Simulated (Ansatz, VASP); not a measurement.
**ZnCu: VASP beside Ansatz**

File INCAR:

```
PREC     = Accurate       # precision mode
ENCUT    = 520            # plane-wave cutoff, eV
EDIFF    = 1E-6           # SCF threshold, eV
ISMEAR   = 0              # smearing method
SIGMA    = 0.15           # smearing width, eV
LREAL    = False          # projectors in reciprocal space
LASPH    = True           # aspherical terms in the spheres
NELM     = 60             # most SCF steps
ALGO     = Fast           # electronic algorithm
ISIF     = 2              # what is computed and relaxed
LWAVE    = False          # write WAVECAR
LCHARG   = True           # write CHGCAR
GGA      = PS             # functional
LELF     = True           # ELF
LVHAR    = True         
NBANDS   = 18             # bands
```

Contents of KPOINTS:

```
regular mesh
0
Gamma
  16 16 16
```

POSCAR

```
ZnCu
1.0
    2.9450000000      0.0000000000      0.0000000000
    0.0000000000      2.9450000000      0.0000000000
    0.0000000000      0.0000000000      2.9450000000
Zn Cu
1 1
Direct
    0.5588132702      0.5588132702      0.5588132702
    0.0000000000      0.0000000000      0.0000000000
```

Input for Ansatz:

```yaml
crystal:
  lattice:
    - [2.945, 0.0, 0.0]
    - [0.0, 2.945, 0.0]
    - [0.0, 0.0, 2.945]
  atoms:
    - { symbol: Zn, position: [0.5588132702, 0.5588132702, 0.5588132702] }
    - { symbol: Cu, position: [0.0, 0.0, 0.0] }
basis:
  ecutwfc: 420
kpoints:
  mp_grid: { grid: [16, 16, 16] }
hamiltonian:
  xc: pbesol
scf:
  occupations: { method: gaussian, width: 0.15 }
output:
  forces: true
  stress: true
  eigenvalues: true
```

Change from the starting cell: all Zn atoms moved -0.300 Å, as atom 1 towards its neighbour atom 2 (Cu) at 2.550 Å.

Alike in both runs: task single point; functional PBEsol; k mesh 16 × 16 × 16; occupations gaussian, width 0.15 eV; no spin polarisation.

|  | VASP | Ansatz |
| --- | --- | --- |
| version | VASP 6.6.1 | Ansatz 0.2.0 |
| potentials or method | VASP PAW PBE potentials, release 64 (Zn, Cu), cutoff 520 eV | scalar-relativistic, plane waves, PAW |
| valence electrons in the cell | 23 | 31 |

```csv
,VASP,Ansatz,Ansatz less VASP
gap on the k mesh at the Fermi level (eV),none,none,-
pressure (GPa),1.2,0.6,-0.62
"traceless stress, the component that is largest in VASP (GPa)",3.82,3.75,-0.064
rms of the force components (eV/Å),0.997,0.980,-0.0174
```

VASP's potentials were made for PBE, not for PBEsol. Atom by atom the forces differ by 0.017 eV/Å (rms over components). A gap of «none» marks a metal or a gap that the smearing closes. VASP's potentials hold 23 valence electrons a cell and Ansatz's 31, so a difference there can come from the potentials and not from the codes.
